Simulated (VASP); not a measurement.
# Si5O3H12 in VASP: single point with PBE

Aim: the single point of Si5O3H12 with PBE.

All numbers are computed with VASP 6.6.1; they aren't measurements. Logs are shortened: lines on timing, memory, paths and dates and some standing lists are left out, and cuts for length are marked.

### 1 The cell of the first run

The cell holds a molecule in a box, 20 atoms: a = 15.000 Å, b = 15.000 Å, c = 15.000 Å, α = 90.00°, β = 90.00°, γ = 90.00°.

### 2 Single point, PBE

INCAR

```
SYSTEM = Si5H12O3
PREC = Accurate
ENCUT = 520
EDIFF = 1E-6
ISMEAR = 0
SIGMA = 0.02
LREAL = Auto
LASPH = .TRUE.
NELM = 60
ALGO = Normal
ISIF = 2
LWAVE = .FALSE.
LCHARG = .FALSE.
GGA = PE
NBANDS = 41
```

KPOINTS

```
Automatic mesh
0
G
  1 1 1
  0 0 0
```

POSCAR

```
Si5H12O3
1.0
   15.0000000000      0.0000000000      0.0000000000
    0.0000000000     15.0000000000      0.0000000000
    0.0000000000      0.0000000000     15.0000000000
Si O H
5 3 12
Direct
    0.4974781700      0.4965388266      0.5204854845
    0.4788416283      0.4707400617      0.6735447391
    0.6993295492      0.5015137372      0.4670442740
    0.4070942259      0.3476394036      0.4052511103
    0.4138339722      0.6787732760      0.4620226705
    0.5973481444      0.4653958750      0.4886363345
    0.4233974949      0.4401233598      0.4631391721
    0.4853081736      0.6028899619      0.4981127997
    0.3895098235      0.5034878789      0.7033245525
    0.5492382009      0.5184395267      0.7255977427
    0.4852297665      0.3732212427      0.6932779469
    0.7426385613      0.5337348824      0.5507345725
    0.7508916582      0.4250493490      0.4300959421
    0.6967969486      0.5756813278      0.4007116542
    0.4121125003      0.2683539233      0.4653072223
    0.3164609316      0.3532335310      0.3649318576
    0.4754650879      0.3388341311      0.3334538898
    0.3399824787      0.6902539411      0.5278429615
    0.4634337651      0.7643096588      0.4523132866
    0.3756089086      0.6517860955      0.3741717867
```

Potentials or basis: VASP PAW PBE potentials, release 64 (Si, O, H).

Run with:

```console
> cat potpaw_PBE.64/Si/POTCAR potpaw_PBE.64/O/POTCAR potpaw_PBE.64/H/POTCAR > POTCAR
> mpirun -np 1 vasp_gam > vasp.out
```

OUTCAR:

```text
SYSTEM = Si5H12O3
   PREC = Accurate
   ENCUT = 520
   EDIFF = 1E-6
   ISMEAR = 0
   LREAL = Auto
   LASPH = .TRUE.
   NELM = 60
   ISIF = 2
   GGA = PE

 ion  position               nearest neighbor table
   1  0.497  0.497  0.520-   6 1.64   8 1.64   7 1.64   2 2.34   4 3.13   5 3.13   3 3.13
   2  0.479  0.471  0.674-   9 1.50  11 1.50  10 1.50   1 2.34
   3  0.699  0.502  0.467-  13 1.49  14 1.49  12 1.49   6 1.65   1 3.13
   4  0.407  0.348  0.405-  16 1.49  17 1.49  15 1.49   7 1.65   1 3.13
   5  0.414  0.679  0.462-  19 1.49  20 1.49  18 1.49   8 1.65   1 3.13
   6  0.597  0.465  0.489-   1 1.64   3 1.65
   7  0.423  0.440  0.463-   1 1.64   4 1.65
   8  0.485  0.603  0.498-   1 1.64   5 1.65
   9  0.390  0.503  0.703-   2 1.50
  10  0.549  0.518  0.726-   2 1.50
  11  0.485  0.373  0.693-   2 1.50
  12  0.743  0.534  0.551-   3 1.49
  13  0.751  0.425  0.430-   3 1.49
  14  0.697  0.576  0.401-   3 1.49
  15  0.412  0.268  0.465-   4 1.49
  16  0.316  0.353  0.365-   4 1.49
  17  0.475  0.339  0.333-   4 1.49
  18  0.340  0.690  0.528-   5 1.49
  19  0.463  0.764  0.452-   5 1.49
  20  0.376  0.652  0.374-   5 1.49

  LATTYP: Found a simple cubic cell.
 ALAT       =    15.0000000000

  Lattice vectors:

 A1 = (  15.0000000000,   0.0000000000,   0.0000000000)
 A2 = (   0.0000000000,  15.0000000000,   0.0000000000)
 A3 = (   0.0000000000,   0.0000000000,  15.0000000000)

Analysis of symmetry for initial positions (statically):
=====================================================================
 Subroutine PRICEL returns:
 Original cell was already a primitive cell.

 Routine SETGRP: Setting up the symmetry group for a
 simple cubic supercell.

 Subroutine GETGRP returns: Found  1 space group operations
 (whereof  1 operations were pure point group operations)
 out of a pool of 48 trial point group operations.

The static configuration has the point symmetry C_1 .

Analysis of symmetry for dynamics (positions and initial velocities):
=====================================================================
 Subroutine PRICEL returns:
 Original cell was already a primitive cell.

 Routine SETGRP: Setting up the symmetry group for a
 simple cubic supercell.

 Subroutine GETGRP returns: Found  1 space group operations
 (whereof  1 operations were pure point group operations)
 out of a pool of 48 trial point group operations.

The dynamic configuration has the point symmetry C_1 .

 Subroutine INISYM returns: Found  1 space group operations
 (whereof  1 operations are pure point group operations),
 and found     1 'primitive' translations

----------------------------------------------------------------------------------------

                                     Primitive cell

  volume of cell :    3375.0000

  direct lattice vectors                    reciprocal lattice vectors
    15.000000000  0.000000000  0.000000000     0.066666667  0.000000000  0.000000000
     0.000000000 15.000000000  0.000000000     0.000000000  0.066666667  0.000000000
     0.000000000  0.000000000 15.000000000     0.000000000  0.000000000  0.066666667

  length of vectors
    15.000000000 15.000000000 15.000000000     0.066666667  0.066666667  0.066666667

  position of ions in fractional coordinates (direct lattice)
     0.497478170  0.496538827  0.520485484
     0.478841628  0.470740062  0.673544739
     0.699329549  0.501513737  0.467044274
     0.407094226  0.347639404  0.405251110
     0.413833972  0.678773276  0.462022670
     0.597348144  0.465395875  0.488636335
[... 12 lines left out ...]
     0.463433765  0.764309659  0.452313287
     0.375608909  0.651786096  0.374171787

  ion indices of the primitive-cell ions
   primitive index   ion index
                 1           1
                 2           2
                 3           3
                 4           4
                 5           5
                 6           6
[... 12 lines left out ...]
                19          19
                20          20

----------------------------------------------------------------------------------------

 KPOINTS: Automatic mesh

Automatic generation of k-mesh.
 Grid dimensions read from file:
 generate k-points for:    1    1    1

 Generating k-lattice:

  Cartesian coordinates                     Fractional coordinates (reciprocal lattice)
     0.066666667  0.000000000  0.000000000     1.000000000  0.000000000  0.000000000
     0.000000000  0.066666667  0.000000000     0.000000000  1.000000000  0.000000000
     0.000000000  0.000000000  0.066666667     0.000000000  0.000000000  1.000000000

  Length of vectors
     0.066666667  0.066666667  0.066666667

  Shift w.r.t. Gamma in fractional coordinates (k-lattice)
     0.000000000  0.000000000  0.000000000

 Subroutine IBZKPT returns following result:
 ===========================================

 Found      1 irreducible k-points:

 Following reciprocal coordinates:
            Coordinates               Weight
  0.000000  0.000000  0.000000      1.000000
   k-points           NKPTS =      1   k-points in BZ     NKDIM =      1   number of bands    NBANDS=     41
   number of dos      NEDOS =    301   number of ions     NIONS =     20
   total plane-waves  NPLWV = ******
   dimension x,y,z NGX =   112 NGY =  112 NGZ =  112
   dimension x,y,z NGXF=   224 NGYF=  224 NGZF=  224
   ions per type =               5   3  12
   NGX,Y,Z   is equivalent  to a cutoff of  12.41, 12.41, 12.41 a.u.
   NGXF,Y,Z  is equivalent  to a cutoff of  24.83, 24.83, 24.83 a.u.
 SYSTEM =  Si5H12O3
   PREC   = accura    normal or accurate (medium, high low for compatibility)
   ISTART =      0    job   : 0-new  1-cont  2-samecut
   ICHARG =      2    charge: 1-file 2-atom 10-const
   ISPIN  =      1    spin polarized calculation?
   LNONCOLLINEAR =      F non collinear calculations
   LSORBIT =      F    spin-orbit coupling
   LASPH  =      T    aspherical Exc in radial PAW
   ENCUT  =  520.0 eV  38.22 Ry    6.18 a.u.  27.89 27.89 27.89*2*pi/ulx,y,z
   NELM   =     60;   NELMIN=  2; NELMDL= -5     # of ELM steps
   EDIFF  = 0.1E-05   stopping-criterion for ELM
   LREAL  =      T    real-space projection
   EDIFFG = 0.1E-04   stopping-criterion for IOM
   NSW    =      0    number of steps for IOM
   IBRION =     -1    ionic relax: 0-MD 1-quasi-New 2-CG
   NFREE  =      0    steps in history (QN), initial steepest desc. (CG)
   ISIF   =      2    stress and relaxation
   ISYM   =      2    0-nonsym 1-usesym 2-fastsym
   POTIM  = 0.5000    time-step for ionic-motion
   TEBEG  =    0.0;   TEEND  =   0.0 temperature during run
   PSTRESS=    0.0 pullay stress
   NELECT =      50.0000    total number of electrons
   NUPDOWN=      -1.0000    fix difference up-down
   EMIN   =  10.00;   EMAX   =-10.00  energy-range for DOS
   EFERMI =   0.00;   METHOD = LEGACY
   ISMEAR =     0;   SIGMA  =   0.02  broadening in eV -4-tet -1-fermi 0-gaus
   EFERMI_NEDOS =   21; number of points for ismear=-14 and -15
   IALGO  =     38    algorithm
   IMIX   =      4    mixing-type and parameters
     AMIX     =   0.40;   BMIX     =  1.00
     AMIX_MAG =   1.60;   BMIX_MAG =  1.00
  volume/ion in A,a.u.               =     168.75      1138.78
  Fermi-wavevector in a.u.,A,eV,Ry     =   0.402075  0.759811  2.199575  0.161664
  Thomas-Fermi vector in A             =   1.352095
   LORBIT       =      0    0 simple, 1 ext, 2 COOP (PROOUT), +10 PAW based schemes
   GGA     = PE    functional components
   LHFCALC =     F    Hartree Fock is set to
   AEXX    =    0.0000 exact exchange contribution
   IVDW    =     0    specifies the selected vdW correction
   LEPSILON=     F    determine dielectric tensor
   LRPA    =     F    only Hartree local field effects (RPA)
 non-spin polarized calculation
 Gauss-broadening in eV      SIGMA  =   0.02
  energy-cutoff  :      520.00
  volume of cell :     3375.00
 maximum number of plane-waves:     45440
 NGX is ok and might be reduce to   112
   NGX = 55   NGY = 55   NGZ = 55

 number of electron      50.0000001 magnetization

 Free energy of the ion-electron system (eV)
  ---------------------------------------------------
  ext. energy  EPLUGINS =         0.00000000
  ---------------------------------------------------
  free energy    TOTEN  =       -94.10284583 eV

  energy without entropy =      -94.10284583  energy(sigma->0) =      -94.10284583

 E-fermi :  -6.2939     XC(G=0):  -0.9994

 val. band max:       -6.4420106704   @ k =   0.0000   0.0000   0.0000
 cond. band min:      -0.8593479513   @ k =   0.0000   0.0000   0.0000
 fundamental gap:      5.5826627191
 Fermi energy:        -6.2939209165

 k-point     1 :       0.0000    0.0000    0.0000
  band No.  band energies     occupation
      1     -25.0835      2.00000
      2     -24.2685      2.00000
      3     -24.2669      2.00000
      4     -14.8651      2.00000
      5     -13.5388      2.00000
      6     -13.5372      2.00000
[... 29 lines left out ...]
     36       0.5075      0.00000
     37       0.5207      0.00000
 [bands above 37 left out]

------------------------ aborting loop because EDIFF is reached ----------------------------------------

  FORCE on cell =-STRESS in cart. coord.  units (eV):
  Direction    XX          YY          ZZ          XY          YZ          ZX
  --------------------------------------------------------------------------------------
  -------------------------------------------------------------------------------------
  Total       -0.1810974     -0.1783223     -0.3192705     -0.0018329      0.0264898      0.0048569
  in kB       -0.0859704     -0.0846530     -0.1515639     -0.0008701      0.0125752      0.0023057
  external PRESSURE =      -0.1073958 kB  Pullay stress =       0.0000000 kB

 VOLUME and BASIS-vectors are now :
 -----------------------------------------------------------------------------
  energy-cutoff  :      520.00
  volume of cell :     3375.00
      direct lattice vectors                 reciprocal lattice vectors
    15.000000000  0.000000000  0.000000000     0.066666667  0.000000000  0.000000000
     0.000000000 15.000000000  0.000000000     0.000000000  0.066666667  0.000000000
     0.000000000  0.000000000 15.000000000     0.000000000  0.000000000  0.066666667

 POSITION                                       TOTAL-FORCE (eV/Angst)
 -----------------------------------------------------------------------------------
      7.46217      7.44808      7.80728        -0.002167     -0.010569      0.056522
      7.18262      7.06110     10.10317        -0.005782     -0.003453      0.009591
     10.48994      7.52271      7.00566         0.049071      0.003404     -0.014298
      6.10641      5.21459      6.07877        -0.020628     -0.039038     -0.028649
      6.20751     10.18160      6.93034        -0.023215      0.044539     -0.013809
      8.96022      6.98094      7.32955         0.007154      0.002063      0.000990
[... 12 lines left out ...]
      6.95151     11.46464      6.78470        -0.010859     -0.014958      0.000690
      5.63413      9.77679      5.61258         0.009799      0.006678      0.016591
 -----------------------------------------------------------------------------------
    total drift:                               -0.003135     -0.002670     -0.003085

  FREE ENERGIE OF THE ION-ELECTRON SYSTEM (eV)
  ---------------------------------------------------
  free  energy   TOTEN  =       -94.1028458255 eV

  energy  without entropy=      -94.1028458255  energy(sigma->0) =      -94.10284583
```

Run time: 16 min. Hardware: 1 thread of Intel Xeon 8259CL, shared host; peak memory 2.2 GiB.

Results:

- Free energy: -94.1028 eV
- Largest force: 0.058 eV/Å
- Gap between the frontier levels: 5.58 eV

Forces in eV/Å, atoms in the order of the input:
```
Si  -0.002 -0.011  0.057
Si  -0.006 -0.003  0.010
Si   0.049  0.003 -0.014
Si  -0.021 -0.039 -0.029
Si  -0.023  0.045 -0.014
O    0.007  0.002  0.001
O   -0.002 -0.006 -0.005
O   -0.005  0.006 -0.001
H    0.012 -0.004 -0.003
H   -0.010 -0.006 -0.012
H   -0.001  0.014 -0.006
H   -0.008 -0.006 -0.016
H   -0.007  0.016  0.007
H    0.001 -0.016  0.012
H    0.000  0.015 -0.011
H    0.018 -0.003  0.006
H   -0.015  0.003  0.013
H    0.014 -0.003 -0.012
H   -0.011 -0.015  0.001
H    0.010  0.007  0.017
```
